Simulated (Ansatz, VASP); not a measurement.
# One calculation of MoS2, two programs

```
Mo S
1.0
     3.18454    0.00000    0.00000
    -1.59227    2.75789    0.00000
     0.00000    0.00000   21.67053
Mo S
2 4
Direct
  0.66667 0.33333 0.14884
  0.33333 0.66667 0.85116
  0.33333 0.66667 0.22037
  0.66667 0.33333 0.92275
  0.33333 0.66667 0.07725
  0.66667 0.33333 0.77963
```

Alike in both runs: task single point; functional PBE; k mesh 9 × 9 × 2; occupations gaussian, width 0.05 eV; no spin polarisation.

```csv
,VASP,Ansatz
version,VASP 6.6.1,Ansatz 0.2.0
potentials or method,"VASP PAW PBE potentials, release 64 (Mo_sv, S), cutoff 520 eV","scalar-relativistic, plane waves, PAW"
valence electrons in the cell,52,52
```

|  | VASP | Ansatz | Ansatz less VASP |
| --- | --- | --- | --- |
| gap on the k mesh at the Fermi level (eV) | 1.26 | 1.25 | -0.015 |
| rms of the force components (eV/Å) | 0.092 | 0.097 | +0.0057 |

Atom by atom the forces differ by 0.006 eV/Å (rms over components).
